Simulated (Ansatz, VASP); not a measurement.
**Au: VASP beside Ansatz**

```xyz
1
Lattice="0.0000 2.0615 2.0615 2.0615 0.0000 2.0615 2.0615 2.0615 0.0000" Properties=species:S:1:pos:R:3 pbc="T T T"
Au    0.0000    0.0000    0.0000
```

Alike in both runs: task single point; functional r2SCAN; k mesh 19 × 19 × 19; occupations fermi-dirac, width 0.1 eV; no spin polarisation.

|  | VASP | Ansatz |
| --- | --- | --- |
| version | VASP 6.6.1 | Ansatz 0.2.0 |
| potentials or method | VASP PAW PBE potentials, release 64 (Au), cutoff 520 eV | plane waves (500 eV) with PAW, scalar-relativistic |
| valence electrons in the cell | 11 | 19 |

|  | VASP | Ansatz | Ansatz less VASP |
| --- | --- | --- | --- |
| pressure (GPa) | 0.4 | 0.1 | -0.26 |

VASP's potentials were made for PBE, not for r2SCAN. VASP's potentials hold 11 valence electrons a cell and Ansatz's 19, so a difference there can come from the potentials and not from the codes.

Neither program's run includes spin-orbit coupling.
